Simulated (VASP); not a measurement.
# Yb (Fm-3m) in VASP: a series of runs, part 3 of 3

VASP 6.6.1.

## 5. Electric field gradients, PBE

This run uses another cell than the first one, of 41.28 Å³/atom.

INCAR reads:

```
ALGO     = Normal         # electronic algorithm
EDIFF    = 1E-8           # SCF threshold, eV
ENCUT    = 520            # plane-wave cutoff, eV
GGA      = PE             # functional
ISIF     = 2              # what is computed and relaxed
ISMEAR   = -1             # smearing method
LASPH    = T              # aspherical terms in the spheres
LCHARG   = F              # write CHGCAR
LEFG     = T            
LREAL    = F              # projectors in reciprocal space
LWAVE    = F              # write WAVECAR
NBANDS   = 18             # bands
NELM     = 100            # most SCF steps
PREC     = Accurate       # precision mode
SIGMA    = 0.05           # smearing width, eV
```

KPOINTS reads:

```
k-points
0
Gamma
  12 12 12
```

POSCAR reads:

```
Yb
1.0
    0.0000000000      2.7431000000      2.7431000000
    2.7431000000      0.0000000000      2.7431000000
    2.7431000000      2.7431000000      0.0000000000
Yb
1
Direct
    0.0000000000      0.0000000000      0.0000000000
```

Potentials or basis: VASP PAW PBE potentials, release 64 (Yb).

Started as:

```sh
$ cat potpaw_PBE.64/Yb/POTCAR > POTCAR
$ mpirun -np 1 vasp_std > vasp.out
```

OUTCAR:

```text
EDIFF = 1E-8
   ENCUT = 520
   GGA = PE
   ISIF = 2
   ISMEAR = -1
   LASPH = T
   LREAL = F
   NELM = 100
   PREC = Accurate

 ion  position               nearest neighbor table
   1  0.000  0.000  0.000-

  LATTYP: Found a face centered cubic cell.
 ALAT       =     5.4862000000

  Lattice vectors:

 A1 = (   0.0000000000,   2.7431000000,   2.7431000000)
 A2 = (   2.7431000000,   0.0000000000,   2.7431000000)
 A3 = (   2.7431000000,   2.7431000000,   0.0000000000)

Analysis of symmetry for initial positions (statically):
=====================================================================
 Subroutine PRICEL returns:
 Original cell was already a primitive cell.

 Routine SETGRP: Setting up the symmetry group for a
 face centered cubic supercell.

 Subroutine GETGRP returns: Found 48 space group operations
 (whereof 48 operations were pure point group operations)
 out of a pool of 48 trial point group operations.

The static configuration has the point symmetry O_h .

Analysis of symmetry for dynamics (positions and initial velocities):
=====================================================================
 Subroutine PRICEL returns:
 Original cell was already a primitive cell.

 Routine SETGRP: Setting up the symmetry group for a
 face centered cubic supercell.

 Subroutine GETGRP returns: Found 48 space group operations
 (whereof 48 operations were pure point group operations)
 out of a pool of 48 trial point group operations.

The dynamic configuration has the point symmetry O_h .

 Subroutine INISYM returns: Found 48 space group operations
 (whereof 48 operations are pure point group operations),
 and found     1 'primitive' translations

----------------------------------------------------------------------------------------

                                     Primitive cell

  volume of cell :      41.2814

  direct lattice vectors                    reciprocal lattice vectors
     0.000000000  2.743100000  2.743100000    -0.182275528  0.182275528  0.182275528
     2.743100000  0.000000000  2.743100000     0.182275528 -0.182275528  0.182275528
     2.743100000  2.743100000  0.000000000     0.182275528  0.182275528 -0.182275528

  length of vectors
     3.879329223  3.879329223  3.879329223     0.315710475  0.315710475  0.315710475

  position of ions in fractional coordinates (direct lattice)
     0.000000000  0.000000000  0.000000000

  ion indices of the primitive-cell ions
   primitive index   ion index
                 1           1

----------------------------------------------------------------------------------------

 KPOINTS: k-points

Automatic generation of k-mesh.
 Grid dimensions read from file:
 generate k-points for:   12   12   12

 Generating k-lattice:

  Cartesian coordinates                     Fractional coordinates (reciprocal lattice)
[... 49 lines left out ...]
   NGXF,Y,Z  is equivalent  to a cutoff of  25.71, 25.71, 25.71 a.u.
 SYSTEM =  unknown system
   PREC   = accura    normal or accurate (medium, high low for compatibility)
   ISTART =      0    job   : 0-new  1-cont  2-samecut
   ICHARG =      2    charge: 1-file 2-atom 10-const
   ISPIN  =      1    spin polarized calculation?
   LNONCOLLINEAR =      F non collinear calculations
   LSORBIT =      F    spin-orbit coupling
   LASPH  =      T    aspherical Exc in radial PAW
   ENCUT  =  520.0 eV  38.22 Ry    6.18 a.u.   7.21  7.21  7.21*2*pi/ulx,y,z
   NELM   =    100;   NELMIN=  2; NELMDL= -5     # of ELM steps
   EDIFF  = 0.1E-07   stopping-criterion for ELM
   LREAL  =      F    real-space projection
   EDIFFG = 0.1E-06   stopping-criterion for IOM
   NSW    =      0    number of steps for IOM
   IBRION =     -1    ionic relax: 0-MD 1-quasi-New 2-CG
   NFREE  =      0    steps in history (QN), initial steepest desc. (CG)
   ISIF   =      2    stress and relaxation
   ISYM   =      2    0-nonsym 1-usesym 2-fastsym
   POTIM  = 0.5000    time-step for ionic-motion
   TEBEG  =    0.0;   TEEND  =   0.0 temperature during run
   PSTRESS=    0.0 pullay stress
   NELECT =      24.0000    total number of electrons
   NUPDOWN=      -1.0000    fix difference up-down
   EMIN   =  10.00;   EMAX   =-10.00  energy-range for DOS
   EFERMI =   0.00;   METHOD = LEGACY
   ISMEAR =    -1;   SIGMA  =   0.05  broadening in eV -4-tet -1-fermi 0-gaus
   EFERMI_NEDOS =   21; number of points for ismear=-14 and -15
   IALGO  =     38    algorithm
   IMIX   =      4    mixing-type and parameters
     AMIX     =   0.40;   BMIX     =  1.00
     AMIX_MAG =   1.60;   BMIX_MAG =  1.00
  volume/ion in A,a.u.               =      41.28       278.58
  Fermi-wavevector in a.u.,A,eV,Ry     =   1.366345  2.582017 25.400687  1.866898
  Thomas-Fermi vector in A             =   2.492493
   LORBIT       =      0    0 simple, 1 ext, 2 COOP (PROOUT), +10 PAW based schemes
   GGA     = PE    functional components
[... 5 lines left out ...]
 non-spin polarized calculation
  energy-cutoff  :      520.00
  volume of cell :       41.28
 maximum number of plane-waves:      1139
 NGX is ok and might be reduce to    30
   NGX = 15   NGY = 15   NGZ = 15

 number of electron      23.9999992 magnetization

 Free energy of the ion-electron system (eV)
  ---------------------------------------------------
  ext. energy  EPLUGINS =         0.00000000
  ---------------------------------------------------
  free energy    TOTEN  =        -3.52306428 eV

  energy without entropy =       -3.50628634  energy(sigma->0) =       -3.51467531

 E-fermi :   1.1684     XC(G=0):  -8.8562

 val. band max:        1.1166001098   @ k =  -0.3333   0.4167   0.1667
 cond. band min:       1.1718731796   @ k =  -0.4167   0.2500   0.0000
 fundamental gap:      0.0552730698
 Fermi energy:         1.1684439459

 k-point     1 :       0.0000    0.0000    0.0000
  band No.  band energies     occupation
      1     -50.6740      2.00000
      2     -22.9358      2.00000
      3     -22.9358      2.00000
      4     -22.9358      2.00000
      5      -3.6948      2.00000
      6       0.7376      1.99964
[... 481 lines left out ...]
      5      -0.1097      2.00000
      6       0.7588      1.99945
[... 10 lines left out ...]
     17       6.7454      0.00000
     18       7.7041      0.00000

 [... further k-points ...]
[... 5 lines left out ...]
  --------------------------------------------------------------------------------------
  -------------------------------------------------------------------------------------
  Total       -0.6250287     -0.6250287     -0.6250287      0.0000000      0.0000000     -0.0000000
  in kB      -24.2580360    -24.2580360    -24.2580360      0.0000000      0.0000000     -0.0000000
  external PRESSURE =     -24.2580360 kB  Pullay stress =       0.0000000 kB

 VOLUME and BASIS-vectors are now :
 -----------------------------------------------------------------------------
  energy-cutoff  :      520.00
  volume of cell :       41.28
      direct lattice vectors                 reciprocal lattice vectors
     0.000000000  2.743100000  2.743100000    -0.182275528  0.182275528  0.182275528
     2.743100000  0.000000000  2.743100000     0.182275528 -0.182275528  0.182275528
     2.743100000  2.743100000  0.000000000     0.182275528  0.182275528 -0.182275528

 POSITION                                       TOTAL-FORCE (eV/Angst)
 -----------------------------------------------------------------------------------
      0.00000      0.00000      0.00000         0.000000     -0.000000      0.000000
 -----------------------------------------------------------------------------------
    total drift:                               -0.000000     -0.000000      0.000000

  FREE ENERGIE OF THE ION-ELECTRON SYSTEM (eV)
  ---------------------------------------------------
  free  energy   TOTEN  =        -3.5230642779 eV

  energy  without entropy=       -3.5062863392  energy(sigma->0) =       -3.51467531

 Electric field gradients (V/A^2)
---------------------------------------------------------------------
 ion       V_xx      V_yy      V_zz      V_xy      V_xz      V_yz
---------------------------------------------------------------------
   1       0.000    -0.000    -0.000     0.003     0.003     0.003
---------------------------------------------------------------------

 Electric field gradients after diagonalization (V/A^2)
 (convention: |V_zz| > |V_xx| > |V_yy|)
----------------------------------------------------------------------
 ion       V_xx      V_yy      V_zz     asymmetry (V_yy - V_xx)/ V_zz
----------------------------------------------------------------------
   1      -0.003    -0.003     0.006       0.000
----------------------------------------------------------------------

           NMR quadrupolar parameters

 Cq : quadrupolar parameter    Cq=e*Q*V_zz/h
 eta: asymmetry parameters     (V_yy - V_xx)/ V_zz
 Q  : nuclear electric quadrupole moment in mb (millibarn)
----------------------------------------------------------------------
 ion       Cq(MHz)       eta       Q (mb)
----------------------------------------------------------------------
   1       0.000       0.000       1.000
----------------------------------------------------------------------
```

Wall time 4 min (1 thread of Intel Xeon 8259CL, shared host); peak memory 0.22 GiB.

Results:

| Property | Result |
| --- | --- |
| Free energy | -3.5231 eV |
| Pressure | -2.4 GPa |
| Band gap on the k mesh | zero (bands 12 and 13 overlap by 0.07 eV) |
| Largest electric field gradient by atom | under 0.05 V/Å² on every atom |

Levels at points of the mesh, in eV from the Fermi level:
| k point | band 9 | band 10 | band 11 | band 12 | band 13 | band 14 | band 15 | band 16 |
| --- | --- | --- | --- | --- | --- | --- | --- | --- |
| (0.00, 0.00, 0.00) | -0.36 | -0.29 | -0.29 | -0.29 | 2.72 | 2.72 | 2.72 | 4.56 |
| (0.50, 0.00, 0.00) | -0.37 | -0.30 | -0.30 | -0.28 | 0.13 | 2.53 | 2.53 | 5.90 |
| (0.50, 0.50, 0.00) | -0.36 | -0.32 | -0.31 | -0.31 | 0.28 | 1.30 | 5.91 | 6.29 |

Caveat: spin-orbit coupling is left out, which moves the levels of the heavy elements.

## 6. Electric field gradients, PBE (42.11 Å³/atom)

This run uses another cell than the first one, of 42.11 Å³/atom.

INCAR reads:

```
SYSTEM = Yb
PREC     = Accurate       ! precision mode
ENCUT    = 520            ! plane-wave cutoff, eV
EDIFF    = 1E-8           ! SCF threshold, eV
ISMEAR   = -1             ! smearing method
SIGMA    = 0.05           ! smearing width, eV
LREAL    = .FALSE.        ! projectors in reciprocal space
LASPH    = .TRUE.         ! aspherical terms in the spheres
NELM     = 80             ! most SCF steps
ALGO     = Normal         ! electronic algorithm
ISIF     = 2              ! what is computed and relaxed
LWAVE    = .FALSE.        ! write WAVECAR
LCHARG   = .FALSE.        ! write CHGCAR
GGA      = PE             ! functional
LEFG     = .TRUE.       
NBANDS   = 18             ! bands
```

KPOINTS reads:

```
regular mesh
0
G
  12 12 12
  0 0 0
```

POSCAR reads:

```
Yb
1.0
    0.0000000000      2.7612667546      2.7612667546
    2.7612667546      0.0000000000      2.7612667546
    2.7612667546      2.7612667546      0.0000000000
Yb
1
Direct
    0.0000000000      0.0000000000      0.0000000000
```

Potentials or basis: VASP PAW PBE potentials, release 64 (Yb).

Started as:

```sh
$ cat potpaw_PBE.64/Yb/POTCAR > POTCAR
$ mpirun -np 1 vasp_std > vasp.out
```

OUTCAR:

```text
SYSTEM = Yb
   PREC = Accurate
   ENCUT = 520
   EDIFF = 1E-8
   ISMEAR = -1
   LREAL = .FALSE.
   LASPH = .TRUE.
   NELM = 80
   ISIF = 2
   GGA = PE

 ion  position               nearest neighbor table
   1  0.000  0.000  0.000-

  LATTYP: Found a face centered cubic cell.
 ALAT       =     5.5225335092

  Lattice vectors:

 A1 = (   0.0000000000,   2.7612667546,   2.7612667546)
 A2 = (   2.7612667546,   0.0000000000,   2.7612667546)
 A3 = (   2.7612667546,   2.7612667546,   0.0000000000)

Analysis of symmetry for initial positions (statically):
=====================================================================
 Subroutine PRICEL returns:
 Original cell was already a primitive cell.

 Routine SETGRP: Setting up the symmetry group for a
 face centered cubic supercell.

 Subroutine GETGRP returns: Found 48 space group operations
 (whereof 48 operations were pure point group operations)
 out of a pool of 48 trial point group operations.

The static configuration has the point symmetry O_h .

Analysis of symmetry for dynamics (positions and initial velocities):
=====================================================================
 Subroutine PRICEL returns:
 Original cell was already a primitive cell.

 Routine SETGRP: Setting up the symmetry group for a
 face centered cubic supercell.

 Subroutine GETGRP returns: Found 48 space group operations
 (whereof 48 operations were pure point group operations)
 out of a pool of 48 trial point group operations.

The dynamic configuration has the point symmetry O_h .
[... 144 lines left out ...]

 E-fermi :   1.1073     XC(G=0):  -8.7759

 val. band max:        1.0626123369   @ k =  -0.3333   0.4167   0.1667
 cond. band min:       1.1078745299   @ k =  -0.4167   0.2500   0.0000
 fundamental gap:      0.0452621930
 Fermi energy:         1.1072846736

 k-point     1 :       0.0000    0.0000    0.0000
  band No.  band energies     occupation
      1     -50.7485      2.00000
      2     -23.0191      2.00000
      3     -23.0191      2.00000
      4     -23.0191      2.00000
      5      -3.7074      2.00000
      6       0.6842      1.99958
[... 481 lines left out ...]
      5      -0.1601      2.00000
      6       0.7046      1.99936
[... 10 lines left out ...]
     17       6.5783      0.00000
     18       7.5328      0.00000

 [... further k-points ...]

------------------------ aborting loop because EDIFF is reached ----------------------------------------

  FORCE on cell =-STRESS in cart. coord.  units (eV):
  Direction    XX          YY          ZZ          XY          YZ          ZX
  --------------------------------------------------------------------------------------
  -------------------------------------------------------------------------------------
  Total       -0.6940670     -0.6940670     -0.6940670     -0.0000000     -0.0000000      0.0000000
  in kB      -26.4092996    -26.4092996    -26.4092996     -0.0000000     -0.0000000      0.0000000
  external PRESSURE =     -26.4092996 kB  Pullay stress =       0.0000000 kB

 VOLUME and BASIS-vectors are now :
 -----------------------------------------------------------------------------
  energy-cutoff  :      520.00
  volume of cell :       42.11
      direct lattice vectors                 reciprocal lattice vectors
     0.000000000  2.761266755  2.761266755    -0.181076312  0.181076312  0.181076312
     2.761266755  0.000000000  2.761266755     0.181076312 -0.181076312  0.181076312
     2.761266755  2.761266755  0.000000000     0.181076312  0.181076312 -0.181076312

 POSITION                                       TOTAL-FORCE (eV/Angst)
 -----------------------------------------------------------------------------------
      0.00000      0.00000      0.00000        -0.000000     -0.000000      0.000000
 -----------------------------------------------------------------------------------
    total drift:                               -0.000000     -0.000000      0.000000

  FREE ENERGIE OF THE ION-ELECTRON SYSTEM (eV)
  ---------------------------------------------------
  free  energy   TOTEN  =        -3.5105562308 eV

  energy  without entropy=       -3.4929438535  energy(sigma->0) =       -3.50175004

 Electric field gradients (V/A^2)
---------------------------------------------------------------------
 ion       V_xx      V_yy      V_zz      V_xy      V_xz      V_yz
---------------------------------------------------------------------
   1      -0.000    -0.000     0.000     0.003     0.003     0.003
---------------------------------------------------------------------

 Electric field gradients after diagonalization (V/A^2)
 (convention: |V_zz| > |V_xx| > |V_yy|)
----------------------------------------------------------------------
 ion       V_xx      V_yy      V_zz     asymmetry (V_yy - V_xx)/ V_zz
----------------------------------------------------------------------
   1      -0.003    -0.003     0.007       0.000
----------------------------------------------------------------------

           NMR quadrupolar parameters

 Cq : quadrupolar parameter    Cq=e*Q*V_zz/h
 eta: asymmetry parameters     (V_yy - V_xx)/ V_zz
 Q  : nuclear electric quadrupole moment in mb (millibarn)
----------------------------------------------------------------------
 ion       Cq(MHz)       eta       Q (mb)
----------------------------------------------------------------------
   1       0.000       0.000       1.000
----------------------------------------------------------------------
```

OSZICAR:

```text
N       E                     dE             d eps       ncg     rms          rms(c)
DAV:   1     0.126212948327E+03    0.12621E+03   -0.87539E+03  3288   0.903E+03
DAV:   2     0.142852928187E+02   -0.11193E+03   -0.10799E+03  3338   0.566E+02
[... 19 lines left out ...]
DAV:  22    -0.351055717943E+01   -0.63296E-06   -0.17055E-06  3068   0.427E-02    0.202E-02
DAV:  23    -0.351055622784E+01    0.95159E-06   -0.10851E-06  3984   0.325E-02    0.110E-02
DAV:  24    -0.351055616164E+01    0.66201E-07   -0.37840E-07  4146   0.192E-02    0.391E-03
DAV:  25    -0.351055621272E+01   -0.51084E-07   -0.32145E-08  3694   0.298E-03    0.985E-04
DAV:  26    -0.351055622573E+01   -0.13009E-07   -0.75524E-09  2148   0.108E-03    0.534E-04
DAV:  27    -0.351055623082E+01   -0.50895E-08   -0.15725E-09  1714   0.686E-04
   1 F= -.35105562E+01 E0= -.35017500E+01  d E =-.176124E-01
```

Wall time 3 min (1 thread of Intel Xeon 8259CL, shared host); peak memory 0.22 GiB.

Results:

| Quantity | Value |
| --- | --- |
| Free energy | -3.5106 eV |
| Pressure | -2.6 GPa |
| Band gap on the k mesh | zero (bands 12 and 13 overlap by 0.09 eV) |
| Largest electric field gradient by atom | under 0.05 V/Å² on every atom |

Levels at points of the mesh, in eV from the Fermi level:
```csv
k point,band 8,band 9,band 10,band 11,band 12,band 13,band 14,band 15,band 16,band 17
"(0.00, 0.00, 0.00)",-0.35,-0.35,-0.28,-0.28,-0.28,2.71,2.71,2.71,4.51,4.51
"(0.50, 0.00, 0.00)",-0.36,-0.36,-0.29,-0.29,-0.28,0.11,2.52,2.52,5.81,5.81
"(0.50, 0.50, 0.00)",-0.36,-0.35,-0.31,-0.30,-0.30,0.31,1.25,5.83,6.16,6.21
```

Caveat: spin-orbit coupling is left out, which moves the levels of the heavy elements.

## 7. Overview

```csv
cell,gap on the mesh (eV),pressure (GPa)
"a = 3.827 Å, angles 60.0°, 1 atom",none,-2.0
"a = 3.853 Å, angles 60.0°, 1 atom",none,-2.2
"a = 3.879 Å, angles 60.0°, 1 atom",none,-2.4
"a = 3.905 Å, angles 60.0°, 1 atom",none,-2.6
```

Alike in all rows: task electric field gradients; level PBE; potentials or basis VASP PAW PBE potentials, release 64 (Yb); no spin polarisation; k mesh 12 × 12 × 12; cutoff (eV) 520; smearing fermi-dirac 0.05 eV.

Caveats: spin-orbit coupling is left out, which moves the levels of the heavy elements.

Absolute energies hang on the potentials; compare differences alone.

The gap in the log of VASP goes by the Fermi energy; the results here count the filled bands.